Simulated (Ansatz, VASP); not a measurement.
**Si2Mo in VASP and in Ansatz**

```
Si Mo
1.0
    -1.56554    1.56554    3.93661
     1.56554   -1.56554    3.93661
     1.56554    1.56554   -3.93661
Si Mo
2 1
Direct
  0.33510 0.33510 0.00000
  0.66490 0.66490 0.00000
  0.00000 0.00000 0.00000
```

Change from the starting cell: mode 7 frozen in at +0.000 Å, equal normal strain along x and y -0.0267.

Alike in both runs: task single point; functional PBE; k mesh 18 × 18 × 18; occupations gaussian, width 0.15 eV; no spin polarisation.

```csv
,VASP,Ansatz
version,VASP 6.6.1,Ansatz 0.2.0
potentials or method,"VASP PAW PBE potentials, release 64 (Si, Mo_sv), cutoff 520 eV","scalar-relativistic, plane waves, PAW"
valence electrons in the cell,22,22
```

```tsv
	VASP	Ansatz	Ansatz less VASP
gap on the k mesh at the Fermi level (eV)	none	none	-
pressure (GPa)	12.4	12.2	-0.17
traceless stress, the component that is largest in VASP (GPa)	-6.47	-6.44	+0.025
rms of the force components (eV/Å)	0.059	0.056	-0.0031
```

Atom by atom the forces differ by 0.003 eV/Å (rms over components). A gap of «none» marks a metal or a gap that the smearing closes. The functional is the same, so the differences come from potentials, cutoffs and numerics.
